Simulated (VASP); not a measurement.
Runs of VASP 6.6.1 on Rh. The structure is that of space group P6_3/mmc (No. 194), or close to it. The cells are those of the table. This isn't the form of Rh at room conditions, which is fcc.

| cell | gap on the mesh (eV) | pressure (GPa) |
| --- | --- | --- |
| a = 2.768, b = 2.768, c = 4.310 Å, angles 90.0, 90.0, 120.0°, 2 atoms | none | -8.1 |
| a = 2.883, b = 2.883, c = 3.974 Å, angles 90.0, 90.0, 120.0°, 2 atoms | none | (a) |
| a = 2.570, b = 2.570, c = 5.001 Å, angles 90.0, 90.0, 120.0°, 2 atoms | none | 1.7 |
| a = 2.687, b = 2.687, c = 4.575 Å, angles 90.0, 90.0, 120.0°, 2 atoms | none | -8.0 |

Alike in all rows: task single point; level r2SCAN; potentials or basis VASP PAW PBE potentials, release 64 (Rh_pv); no spin polarisation; k mesh 24 × 24 × 12; cutoff (eV) 520; smearing gaussian 0.15 eV.

Q: Fill in the values left out.

A: (a) -1.7.

Caveats: the PAW data sets were made with another functional, which shifts forces and pressure a little; the stress differs along the axes, from -11 to -3 GPa (at least some runs); the stress differs along the axes, from -12 to 18 GPa (at least some runs); the stress differs along the axes, from -31 to 18 GPa (at least some runs); the stress differs along the axes, from -16 to -4 GPa (at least some runs).

A k mesh can miss the band edges, and the runs leave out spin-orbit coupling on Rh.

A gap of «none» marks levels without a gap at the run's occupations.
